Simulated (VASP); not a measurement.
## Os: single point with PBE+D3(BJ)

The system is Os.

```
CELL_PARAMETERS angstrom
0.00000 1.92204 1.92204
1.92204 0.00000 1.92204
1.92204 1.92204 0.00000
ATOMIC_POSITIONS crystal
Os 0.00000 0.00000 0.00000
```

This isn't the form of Os at room conditions, which is hcp.

| Item | Value |
| --- | --- |
| Program | VASP 6.6.1 |
| Task | single point |
| Functional | PBE |
| Dispersion | D3(BJ) |
| Potentials or basis | VASP PAW PBE potentials, release 64 (Os_sv_GW) |
| Cutoff | 560 eV |
| k mesh | 6 × 6 × 6 |
| Occupations | tetrahedron |
| Spin | no spin polarisation |

```yaml
Pressure: -3.8 GPa
Band_gap_on_the_k_mesh: zero (bands 8 and 9 overlap by 3.76 eV)
Dispersion_energy_per_atom: -0.644 eV
```

Levels at points of the mesh, in eV from the Fermi level:
| k point | band 4 | band 5 | band 6 | band 7 | band 8 | band 9 | band 10 | band 11 | band 12 | band 13 |
| --- | --- | --- | --- | --- | --- | --- | --- | --- | --- | --- |
| (0.00, 0.00, 0.00) | -45.48 | -10.74 | -3.00 | -3.00 | -3.00 | 0.00 | 0.00 | 13.30 | 19.01 | 19.01 |
| (0.50, 0.00, 0.00) | -45.62 | -7.63 | -3.15 | -3.15 | -0.27 | 2.36 | 2.36 | 8.78 | 13.00 | 19.36 |
| (0.50, 0.50, 0.00) | -45.86 | -7.50 | -6.81 | 2.25 | 2.33 | 3.03 | 3.03 | 11.85 | 11.85 | 12.01 |

It took 7.3 s on 1 thread of AMD EPYC 7R13 Processor (Zen 3) (shared host), peak memory 0.12 GiB.

Caveat: the k points lie up to 0.47 Å⁻¹ apart, too coarse for converged energies and pressures of a metal; three body term missing; spin-orbit coupling is left out, which moves the levels of the heavy elements; tetrahedron occupations give inexact forces and stress in metals.
